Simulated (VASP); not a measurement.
Crystal: C.

```
C
1.0
     0.00000    1.78337    1.78337
     1.78337    0.00000    1.78337
     1.78337    1.78337    0.00000
C
2
Direct
  0.00000 0.00000 0.00000
  0.25000 0.25000 0.25000
```

Base run:

```yaml
Program: VASP 6.6.1
Functional: LDA
Potentials_or_basis: VASP PAW LDA potentials, release 64 (C_h)
Cutoff: 910 eV
k_mesh: 10 × 10 × 10
Occupations: gaussian, width 0.01 eV
Spin: no spin polarisation
```

Its results: band gap on the k mesh 4.14 eV, indirect (least direct gap 5.54 eV); pressure -12.5 GPa.

Question: The run is repeated on the same cell with these changes: k mesh from 10 × 10 × 10 to 4 × 4 × 4. What comes out?

Answer: Band gap on the k mesh 4.40 eV, indirect (least direct gap 5.53 eV); pressure -11.5 GPa.

Caveats: some runs use coarse meshes; the cutoff is under 1.25 times the usual one of these potentials, so pressure, stress and relaxed cells hold a basis-set (Pulay) error.

A k mesh can miss the band edges.
